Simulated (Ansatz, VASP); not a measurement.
**Al: VASP beside Ansatz**

```
CELL_PARAMETERS angstrom
0.00000 1.96971 1.96971
1.96971 0.00000 1.96971
1.96971 1.96971 0.00000
ATOMIC_POSITIONS crystal
Al 0.00000 0.00000 0.00000
```

Alike in both runs: task single point; functional r2SCAN; k mesh 22 × 22 × 22; occupations fermi-dirac, width 0.1 eV; no spin polarisation.

```csv
,VASP,Ansatz
version,VASP 6.6.1,Ansatz 0.2.0
potentials or method,"VASP PAW PBE potentials, release 64 (Al), cutoff 520 eV","plane waves (500 eV) with PAW, scalar-relativistic"
valence electrons in the cell,3,3
```

```tsv
	VASP	Ansatz	Ansatz less VASP
pressure (GPa)	3.8	4.2	+0.36
```

VASP's potentials were made for PBE, not for r2SCAN. With one functional, cell and mesh, what is left measures potentials, basis and numerics.
